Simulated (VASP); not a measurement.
Wanted: the native input for a VASP 6.6.1 run.

* Task: single point
* Functional: LDA
* Potentials or basis: VASP PAW LDA potentials, release 64 (Rh_pv)
* Cutoff: 500 eV
* k mesh: 6 × 6 × 4
* Occupations: gaussian, width 0.1 eV
* Spin: no spin polarisation
* Dipole correction: no
* Further INCAR settings: ALGO = Normal; EDIFF = 1e-06; NBANDS = 22

The structure of Rh lies in POSCAR:

```
Rh
1.0
    2.7309790422      0.0000000000      0.0000000000
   -1.3654895211      2.3650972278      0.0000000000
    0.0000000000      0.0000000000      4.4284890000
Rh
2
Direct
    0.6666666700      0.3333333300      0.7500000000
    0.3333333300      0.6666666700      0.2500000000
```

The input as run:

INCAR

```
PREC = Accurate
ENCUT = 500
EDIFF = 1E-6
ISMEAR = 0
SIGMA = 0.1
LREAL = F
LASPH = T
NELM = 120
ALGO = Normal
ISIF = 2
LWAVE = F
LCHARG = F
GGA = CA
NBANDS = 22
GGA_COMPAT = F
```

KPOINTS

```
Automatic mesh
0
Gamma
  6 6 4
```

Potentials or basis: VASP PAW LDA potentials, release 64 (Rh_pv).

The run is started by

```bash
$ cat potpaw_LDA.64/Rh_pv/POTCAR > POTCAR
$ mpirun -np 1 vasp_std > vasp.out
```

Results of the run:

```
Pressure               : -18.6 GPa
Band gap on the k mesh : zero (band 15 reaches 11.69 eV, above the bottom of band 16 at 9.38 eV)
```

Caveat: the k points lie up to 0.44 Å⁻¹ apart.

It took 16 s on 1 thread of Intel Xeon 8259CL, on a shared host, peak memory 0.13 GiB.
